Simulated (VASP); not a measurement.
AsP2, 6 atoms in the cell. The structure is cubic, space group Fd-3m (No. 227). The conventional cell has a = 7.303 Å, b = 7.303 Å, c = 7.303 Å, α = 90.00°, β = 90.00°, γ = 90.00°. Within 3.4 Å of P (site symmetry -3m) lie 6 P at 2.58 Å and 6 As at 3.03 Å. As (site symmetry -43m) has 12 P at 3.03 Å and 4 As at 3.16 Å within 4.0 Å. 

| Property | Result |
| --- | --- |
| Program | VASP 6.6.1 |
| Task | single point |
| Functional | PBE |
| Potentials or basis | VASP PAW PBE potentials, release 64 (P, As) |
| Cutoff | 500 eV |
| k mesh | 10 × 10 × 10 |
| Occupations | gaussian, width 0.1 eV |
| Spin | no spin polarisation |
| Dipole correction | no |
| Further INCAR settings | ALGO = Normal; EDIFF = 1e-06; NBANDS = 24 |

Potentials or basis: VASP PAW PBE potentials, release 64 (P, As).

Run with:

```bash
$ cat potpaw_PBE.64/P/POTCAR potpaw_PBE.64/As/POTCAR > POTCAR
$ mpirun -np 1 vasp_std > vasp.out
```

Hardware: 1 thread of Oxide Virtual Turin-like Processor, on a shared host.

Q: How long does it take, and how much memory?

A: It took 2.2 min on 1 thread of Oxide Virtual Turin-like Processor (shared host), peak memory 0.24 GiB. Counts: scf iterations 12, k points 47.
